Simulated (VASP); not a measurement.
The system is PtS2.

```
Pt S
1.0
     5.51009    0.00000    0.00000
     0.00000    5.51009    0.00000
     0.00000    0.00000    3.77947
Pt S
2 4
Cartesian
  0.0000 0.0000 0.0000
  2.7550 2.7550 1.8897
  3.7912 1.7189 0.0000
  1.7189 3.7912 0.0000
  1.0362 1.0362 1.8897
  4.4739 4.4739 1.8897
```

| Property | Result |
| --- | --- |
| Program | VASP 6.6.1 |
| Task | relaxation of cell and atoms |
| Functional | PBE |
| Potentials or basis | VASP PAW PBE potentials, release 64 (Pt, S) |
| Cutoff | 600 eV |
| k mesh | 4 × 4 × 4 |
| Occupations | gaussian, width 0.1 eV |
| Spin | no spin polarisation |

At the start: pressure -0.6 GPa; volume 19.12 Å³/atom.

How do energy, volume and symmetry change on relaxing?

Over 5 steps the energy falls by 3.5 meV/atom and the volume is 18.91 Å³/atom (-1.1 %); space group P4_2/mnm (No. 136, to 0.05 Å).

The path:
| step | energy change (eV) | largest force (eV/Å) | pressure (GPa) | volume (Å³) |
| --- | --- | --- | --- | --- |
| 1 | 0.0000 | 0.1758 | -0.60 | 114.75 |
| 2 | -0.0195 | 0.0306 | -0.08 | 113.55 |
| 3 | -0.0210 | 0.0274 | 0.17 | 113.14 |
| 4 | -0.0210 | 0.0233 | 0.16 | 113.17 |
| 5 | -0.0211 | 0.0246 | -0.22 | 113.48 |

Final structure:
```cif
data_structure
_symmetry_space_group_name_H-M 'P 1'
_symmetry_Int_Tables_number 1
_cell_length_a 5.4489
_cell_length_b 5.4489
_cell_length_c 3.8221
_cell_angle_alpha 90.000
_cell_angle_beta 90.000
_cell_angle_gamma 90.000
_cell_volume 113.48
loop_
_atom_site_label
_atom_site_type_symbol
_atom_site_fract_x
_atom_site_fract_y
_atom_site_fract_z
_atom_site_occupancy
Pt1 Pt 0.00000 0.00000 0.00000 1
Pt2 Pt 0.50000 0.50000 0.50000 1
S1 S 0.68934 0.31066 0.00000 1
S2 S 0.31066 0.68934 0.00000 1
S3 S 0.18934 0.18934 0.50000 1
S4 S 0.81066 0.81066 0.50000 1
```

Caveat: the k points lie up to 0.41 Å⁻¹ apart in the final cell.
